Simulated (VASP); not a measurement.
# MnO (Fm-3m) in VASP: a series of runs, part 2 of 3

VASP 6.6.1. The steps go on from the part before.

## Step 3: Single point, PBEsol, collinear spin, ferromagnetic start

This run uses another cell than the first one, of 10.12 Å³/atom, 0.920 times its volume.

INCAR

```
  PREC = Accurate
  ENCUT = 520
  EDIFF = 1E-6
  ISMEAR = -1
  SIGMA = 0.05
  LREAL = F
  LASPH = T
  NELM = 150
  ALGO = Normal
  ISIF = 2
  LWAVE = F
  LCHARG = T
  ISPIN = 2
  MAGMOM = 4 0
  LORBIT = 11
  LMAXMIX = 4
  GGA = PS
  LELF = T
  LVHAR = T
  NBANDS = 20
```

KPOINTS

```
regular mesh
0
Gamma
  10 10 10
```

POSCAR

```
MnO
1.0
    0.0000000000      2.1633329369      2.1633329369
    2.1633329369      0.0000000000      2.1633329369
    2.1633329369      2.1633329369      0.0000000000
Mn O
1 1
Direct
    0.0000000000      0.0000000000      0.0000000000
    0.5000000000      0.5000000000      0.5000000000
```

Potentials or basis: VASP PAW PBE potentials, release 64 (Mn_pv, O).

Started as:

```console
cat potpaw_PBE.64/Mn_pv/POTCAR potpaw_PBE.64/O/POTCAR > POTCAR
mpirun -np 1 vasp_std > vasp.out
```

OUTCAR:

```text
PREC = Accurate
   ENCUT = 520
   EDIFF = 1E-6
   ISMEAR = -1
   LREAL = F
   LASPH = T
   NELM = 150
   ISIF = 2
   ISPIN = 2
   LORBIT = 11
   GGA = PS

 ion  position               nearest neighbor table
   1  0.000  0.000  0.000-   2 2.16   2 2.16   2 2.16   2 2.16   2 2.16   2 2.16
   2  0.500  0.500  0.500-   1 2.16   1 2.16   1 2.16   1 2.16   1 2.16   1 2.16

  LATTYP: Found a face centered cubic cell.
 ALAT       =     4.3266658738

  Lattice vectors:

 A1 = (   0.0000000000,   2.1633329369,   2.1633329369)
 A2 = (   2.1633329369,   0.0000000000,   2.1633329369)
 A3 = (   2.1633329369,   2.1633329369,   0.0000000000)

Analysis of symmetry for initial positions (statically):
=====================================================================
 Subroutine PRICEL returns:
 Original cell was already a primitive cell.

 Routine SETGRP: Setting up the symmetry group for a
 face centered cubic supercell.

 Subroutine GETGRP returns: Found 48 space group operations
 (whereof 48 operations were pure point group operations)
 out of a pool of 48 trial point group operations.

The static configuration has the point symmetry O_h .

Analysis of symmetry for dynamics (positions and initial velocities):
=====================================================================
 Subroutine PRICEL returns:
 Original cell was already a primitive cell.

 Routine SETGRP: Setting up the symmetry group for a
 face centered cubic supercell.

 Subroutine GETGRP returns: Found 48 space group operations
 (whereof 48 operations were pure point group operations)
 out of a pool of 48 trial point group operations.

The dynamic configuration has the point symmetry O_h .

Analysis of structural, dynamic, and magnetic symmetry:
=====================================================================
 Subroutine PRICEL returns:
 Original cell was already a primitive cell.

 Routine SETGRP: Setting up the symmetry group for a
 face centered cubic supercell.

 Subroutine GETGRP returns: Found 48 space group operations
 (whereof 48 operations were pure point group operations)
 out of a pool of 48 trial point group operations.

The overall configuration has the point symmetry O_h .

 Subroutine INISYM returns: Found 48 space group operations
 (whereof 48 operations are pure point group operations),
 and found     1 'primitive' translations

----------------------------------------------------------------------------------------

                                     Primitive cell

  volume of cell :      20.2488

  direct lattice vectors                    reciprocal lattice vectors
     0.000000000  2.163332937  2.163332937    -0.231124850  0.231124850  0.231124850
     2.163332937  0.000000000  2.163332937     0.231124850 -0.231124850  0.231124850
     2.163332937  2.163332937  0.000000000     0.231124850  0.231124850 -0.231124850

  length of vectors
     3.059414779  3.059414779  3.059414779     0.400319983  0.400319983  0.400319983

  position of ions in fractional coordinates (direct lattice)
     0.000000000  0.000000000  0.000000000
     0.500000000  0.500000000  0.500000000

  ion indices of the primitive-cell ions
   primitive index   ion index
                 1           1
                 2           2

[... 65 lines left out ...]
   ISPIN  =      2    spin polarized calculation?
   LNONCOLLINEAR =      F non collinear calculations
   LSORBIT =      F    spin-orbit coupling
   LASPH  =      T    aspherical Exc in radial PAW
   ENCUT  =  520.0 eV  38.22 Ry    6.18 a.u.   5.69  5.69  5.69*2*pi/ulx,y,z
   NELM   =    150;   NELMIN=  2; NELMDL= -5     # of ELM steps
   EDIFF  = 0.1E-05   stopping-criterion for ELM
   LREAL  =      F    real-space projection
   EDIFFG = 0.1E-04   stopping-criterion for IOM
   NSW    =      0    number of steps for IOM
   IBRION =     -1    ionic relax: 0-MD 1-quasi-New 2-CG
   NFREE  =      0    steps in history (QN), initial steepest desc. (CG)
   ISIF   =      2    stress and relaxation
   ISYM   =      2    0-nonsym 1-usesym 2-fastsym
   POTIM  = 0.5000    time-step for ionic-motion
   TEBEG  =    0.0;   TEEND  =   0.0 temperature during run
   PSTRESS=    0.0 pullay stress
   NELECT =      19.0000    total number of electrons
   NUPDOWN=      -1.0000    fix difference up-down
   EMIN   =  10.00;   EMAX   =-10.00  energy-range for DOS
   EFERMI =   0.00;   METHOD = LEGACY
   ISMEAR =    -1;   SIGMA  =   0.05  broadening in eV -4-tet -1-fermi 0-gaus
   EFERMI_NEDOS =   21; number of points for ismear=-14 and -15
   IALGO  =     38    algorithm
   IMIX   =      4    mixing-type and parameters
     AMIX     =   0.40;   BMIX     =  1.00
     AMIX_MAG =   1.60;   BMIX_MAG =  1.00
  volume/ion in A,a.u.               =      10.12        68.32
  Fermi-wavevector in a.u.,A,eV,Ry     =   1.602726  3.028713 34.949711  2.568731
  Thomas-Fermi vector in A             =   2.699501
   LORBIT       =     11    0 simple, 1 ext, 2 COOP (PROOUT), +10 PAW based schemes
   GGA     = PS    functional components
   LHFCALC =     F    Hartree Fock is set to
   AEXX    =    0.0000 exact exchange contribution
   IVDW    =     0    specifies the selected vdW correction
   LEPSILON=     F    determine dielectric tensor
   LRPA    =     F    only Hartree local field effects (RPA)
 spin polarized calculation
  energy-cutoff  :      520.00
  volume of cell :       20.25
 maximum number of plane-waves:       556
   NGX = 11   NGY = 11   NGZ = 11

 number of electron      19.0000009 magnetization       4.4449142

 Free energy of the ion-electron system (eV)
  ---------------------------------------------------
  ext. energy  EPLUGINS =         0.00000000
  ---------------------------------------------------
  free energy    TOTEN  =       -17.25280961 eV

  energy without entropy =      -17.24295045  energy(sigma->0) =      -17.24788003

 E-fermi :   8.4787     XC(G=0): -12.5923

 val. band max:        8.4426833021   @ k =   0.4000   0.2000   0.0000
 cond. band min:       8.5044042854   @ k =   0.5000   0.3000   0.1000
 fundamental gap:      0.0617209832
 Fermi energy:         8.4787429169

 spin component 1

 k-point     1 :       0.0000    0.0000    0.0000
  band No.  band energies     occupation
      1     -41.7058      1.00000
      2     -41.7058      1.00000
      3     -41.7058      1.00000
      4     -12.5490      1.00000
      5       4.2305      1.00000
      6       4.2305      1.00000
[... 541 lines left out ...]
     19      34.4766      0.00000
     20      35.9322      0.00000

 [... further k-points ...]

 spin component 2

 k-point     1 :       0.0000    0.0000    0.0000
  band No.  band energies     occupation
      1     -37.3620      1.00000
      2     -37.3620      1.00000
      3     -37.3620      1.00000
      4     -12.1126      1.00000
      5       4.6178      1.00000
      6       4.6178      1.00000
[... 541 lines left out ...]
     19      35.4991      0.00000
     20      36.9100      0.00000

 [... further k-points ...]

------------------------ aborting loop because EDIFF is reached ----------------------------------------

  FORCE on cell =-STRESS in cart. coord.  units (eV):
  Direction    XX          YY          ZZ          XY          YZ          ZX
  --------------------------------------------------------------------------------------
  -------------------------------------------------------------------------------------
  Total        0.0602584      0.0602584      0.0602584     -0.0000000      0.0000000      0.0000000
  in kB        4.7679117      4.7679117      4.7679117     -0.0000000      0.0000000      0.0000000
  external PRESSURE =       4.7679117 kB  Pullay stress =       0.0000000 kB

 VOLUME and BASIS-vectors are now :
 -----------------------------------------------------------------------------
  energy-cutoff  :      520.00
  volume of cell :       20.25
      direct lattice vectors                 reciprocal lattice vectors
     0.000000000  2.163332937  2.163332937    -0.231124850  0.231124850  0.231124850
     2.163332937  0.000000000  2.163332937     0.231124850 -0.231124850  0.231124850
     2.163332937  2.163332937  0.000000000     0.231124850  0.231124850 -0.231124850

 POSITION                                       TOTAL-FORCE (eV/Angst)
 -----------------------------------------------------------------------------------
      0.00000      0.00000      0.00000        -0.000000      0.000000     -0.000000
      2.16333      2.16333      2.16333         0.000000     -0.000000      0.000000
 -----------------------------------------------------------------------------------
    total drift:                                0.000000     -0.000000     -0.000000

  FREE ENERGIE OF THE ION-ELECTRON SYSTEM (eV)
  ---------------------------------------------------
  free  energy   TOTEN  =       -17.2528096072 eV

  energy  without entropy=      -17.2429504458  energy(sigma->0) =      -17.24788003

 total charge

# of ion       s       p       d       tot
------------------------------------------
    1        0.219   6.207   5.030  11.456
    2        1.558   3.417   0.000   4.975
--------------------------------------------------
tot          1.777   9.624   5.030  16.431

 magnetization (x)

# of ion       s       p       d       tot
------------------------------------------
    1        0.032   0.026   4.016   4.073
    2        0.031   0.141   0.000   0.173
--------------------------------------------------
tot          0.063   0.167   4.016   4.246
```

OSZICAR:

```text
N       E                     dE             d eps       ncg     rms          rms(c)
DAV:   1     0.165329768585E+03    0.16533E+03   -0.10174E+04  3784   0.113E+03
DAV:   2    -0.115670189776E+02   -0.17690E+03   -0.16516E+03  3840   0.329E+02
DAV:   3    -0.193296378340E+02   -0.77626E+01   -0.76728E+01  4248   0.743E+01
DAV:   4    -0.193822916442E+02   -0.52654E-01   -0.52642E-01  4296   0.629E+00
DAV:   5    -0.193827119297E+02   -0.42029E-03   -0.42028E-03  4236   0.559E-01    0.147E+01
DAV:   6    -0.175533382285E+02    0.18294E+01   -0.84243E+00  5140   0.346E+01    0.130E+01
DAV:   7    -0.172693785440E+02    0.28396E+00   -0.10819E+00  4456   0.155E+01    0.805E+00
DAV:   8    -0.172640461796E+02    0.53324E-02   -0.97401E-02  4108   0.225E+00    0.477E+00
DAV:   9    -0.172496970454E+02    0.14349E-01   -0.19503E-02  4380   0.165E+00    0.994E-01
DAV:  10    -0.172528738687E+02   -0.31768E-02   -0.42424E-03  4020   0.743E-01    0.195E-01
DAV:  11    -0.172527925926E+02    0.81276E-04   -0.56430E-04  4284   0.213E-01    0.792E-02
DAV:  12    -0.172528092796E+02   -0.16687E-04   -0.24622E-05  4188   0.518E-02    0.291E-02
DAV:  13    -0.172528096072E+02   -0.32757E-06   -0.27479E-06  4000   0.145E-02
   1 F= -.17252810E+02 E0= -.17247880E+02  d E =-.985916E-02  mag=     4.4457
```

stdout:

```text
POSCAR found type information on POSCAR MnO
 POSCAR found :  2 types and       2 ions
 scaLAPACK will be used
 -----------------------------------------------------------------------------
|                                                                             |
|                                                                             |
|     You enforced a specific xc type in the INCAR file but a different       |
|     I HOPE YOU KNOW WHAT YOU ARE DOING!                                     |
|                                                                             |
 -----------------------------------------------------------------------------

 LDA part: xc-table for (Slater+PW92), standard interpolation
 POSCAR, INCAR and KPOINTS ok, starting setup
 FFT: planning ... GRIDC
 FFT: planning ... GRID_SOFT
 FFT: planning ... GRID
 WAVECAR not read
 entering main loop
```

It took 22 s on 1 thread of Intel Xeon 6975P-C, shared host; peak memory 0.16 GiB.

Results:

```yaml
Free_energy: -17.2528 eV
Pressure: 0.5 GPa
Net_moment: 4.44 μB per cell
Site_moments: Mn +4.07; O +0.17 μB
Valence_electrons_inside_the_program's_atomic_spheres: Mn 11.46; O 4.97
```

Levels at points of the mesh, in eV from the Fermi level:
Spin up:
```tsv
k point	band 10	band 11	band 12	band 13	band 14	band 15
(0.00, 0.00, 0.00)	-3.33	-2.74	-2.74	-0.25	14.00	16.85
(0.50, 0.00, 0.00)	-1.81	0.42	0.42	3.50	8.33	12.26
(0.50, 0.50, 0.00)	-1.93	-1.93	-1.74	5.49	8.12	10.73
```
Spin down:
| k point | band 4 | band 5 | band 6 | band 7 | band 8 | band 9 | band 10 | band 11 |
| --- | --- | --- | --- | --- | --- | --- | --- | --- |
| (0.00, 0.00, 0.00) | -20.59 | -3.86 | -3.86 | -3.86 | 0.32 | 0.32 | 0.32 | 0.92 |
| (0.50, 0.00, 0.00) | -19.43 | -8.24 | -5.55 | -5.55 | 1.71 | 1.73 | 1.73 | 3.65 |
| (0.50, 0.50, 0.00) | -19.51 | -7.17 | -4.91 | -4.91 | -1.47 | 1.72 | 2.08 | 2.23 |

Caveat: the PAW data sets were made with another functional, which shifts forces and pressure a little; a cell with one magnetic atom can't hold antiferromagnetic order, which such compounds often take; semilocal functionals often make such compounds metallic where correlation or magnetic order opens a gap, which also shifts bond lengths. With open d or f shells a metallic result of PBEsol can be an artefact of self-interaction; +U or a hybrid may open a gap.

## Step 4: Single point, RPBE, collinear spin, ferromagnetic start

INCAR

```
PREC     = Accurate       # precision mode
ENCUT    = 520            # plane-wave cutoff, eV
EDIFF    = 1E-6           # SCF threshold, eV
ISMEAR   = -1             # smearing method
SIGMA    = 0.05           # smearing width, eV
LREAL    = F              # projectors in reciprocal space
LASPH    = T              # aspherical terms in the spheres
NELM     = 150            # most SCF steps
ALGO     = Normal         # electronic algorithm
ISIF     = 2              # what is computed and relaxed
LWAVE    = F              # write WAVECAR
LCHARG   = F              # write CHGCAR
ISPIN    = 2              # spin polarisation
MAGMOM   = 4 0            # initial moments
LORBIT   = 11             # projections on sites
LMAXMIX  = 4              # l up to which the mixer works
GGA      = RP             # functional
NBANDS   = 20             # bands
```

KPOINTS is that of step 3.

POSCAR

```
MnO
1.0
    0.0000000000      2.2239077028      2.2239077028
    2.2239077028      0.0000000000      2.2239077028
    2.2239077028      2.2239077028      0.0000000000
Mn O
1 1
Direct
    0.0000000000      0.0000000000      0.0000000000
    0.5000000000      0.5000000000      0.5000000000
```

Potentials or basis: VASP PAW PBE potentials, release 64 (Mn_pv, O).

Started as:

```console
cat potpaw_PBE.64/Mn_pv/POTCAR potpaw_PBE.64/O/POTCAR > POTCAR
mpirun -np 1 vasp_std > vasp.out
```

OUTCAR:

```text
PREC = Accurate
   ENCUT = 520
   EDIFF = 1E-6
   ISMEAR = -1
   LREAL = F
   LASPH = T
   NELM = 150
   ISIF = 2
   ISPIN = 2
   LORBIT = 11
   GGA = RP

 ion  position               nearest neighbor table
   1  0.000  0.000  0.000-   2 2.22   2 2.22   2 2.22   2 2.22   2 2.22   2 2.22
   2  0.500  0.500  0.500-   1 2.22   1 2.22   1 2.22   1 2.22   1 2.22   1 2.22

  LATTYP: Found a face centered cubic cell.
 ALAT       =     4.4478154056

  Lattice vectors:

[... 1317 lines left out ...]
  in kB       57.6613308     57.6613308     57.6613308      0.0000000     -0.0000000     -0.0000000
  external PRESSURE =      57.6613308 kB  Pullay stress =       0.0000000 kB

 VOLUME and BASIS-vectors are now :
 -----------------------------------------------------------------------------
  energy-cutoff  :      520.00
  volume of cell :       22.00
      direct lattice vectors                 reciprocal lattice vectors
     0.000000000  2.223907703  2.223907703    -0.224829474  0.224829474  0.224829474
     2.223907703  0.000000000  2.223907703     0.224829474 -0.224829474  0.224829474
     2.223907703  2.223907703  0.000000000     0.224829474  0.224829474 -0.224829474

 POSITION                                       TOTAL-FORCE (eV/Angst)
 -----------------------------------------------------------------------------------
      0.00000      0.00000      0.00000         0.000000     -0.000000      0.000000
      2.22391      2.22391      2.22391         0.000000      0.000000      0.000000
 -----------------------------------------------------------------------------------
    total drift:                                0.000000     -0.000000     -0.000000

  FREE ENERGIE OF THE ION-ELECTRON SYSTEM (eV)
  ---------------------------------------------------
  free  energy   TOTEN  =       -15.7072915868 eV

  energy  without entropy=      -15.7008279529  energy(sigma->0) =      -15.70405977

 total charge

# of ion       s       p       d       tot
------------------------------------------
    1        0.199   6.174   4.969  11.342
    2        1.565   3.428   0.000   4.994
--------------------------------------------------
tot          1.764   9.602   4.969  16.336

 magnetization (x)

# of ion       s       p       d       tot
------------------------------------------
    1        0.034   0.027   4.317   4.378
    2        0.029   0.170   0.000   0.199
--------------------------------------------------
tot          0.063   0.197   4.317   4.577
```

stdout:

```text
POSCAR found type information on POSCAR MnO
 POSCAR found :  2 types and       2 ions
 scaLAPACK will be used
 -----------------------------------------------------------------------------
|                                                                             |
|                                                                             |
|     You enforced a specific xc type in the INCAR file but a different       |
|     I HOPE YOU KNOW WHAT YOU ARE DOING!                                     |
|                                                                             |
 -----------------------------------------------------------------------------

 LDA part: xc-table for (Slater+PW92), standard interpolation
 POSCAR, INCAR and KPOINTS ok, starting setup
 FFT: planning ... GRIDC
 FFT: planning ... GRID_SOFT
 FFT: planning ... GRID
 WAVECAR not read
 entering main loop
```

It took 23 s on 1 thread of Intel Xeon 6975P-C, shared host; peak memory 0.17 GiB.

Results:

| Item | Value |
| --- | --- |
| Free energy | -15.7073 eV |
| Pressure | 5.8 GPa |
| Net moment | 4.82 μB per cell |
| Site moments | Mn +4.38; O +0.20 μB |
| Valence electrons inside the program's atomic spheres | Mn 11.34; O 4.99 |

Caveat: the PAW data sets were made with another functional, which shifts forces and pressure a little; a cell with one magnetic atom can't hold antiferromagnetic order, which such compounds often take; semilocal functionals often make such compounds metallic where correlation or magnetic order opens a gap, which also shifts bond lengths. With open d or f shells a metallic result of RPBE can be an artefact of self-interaction; +U or a hybrid may open a gap.

[end of part 2 of 3]
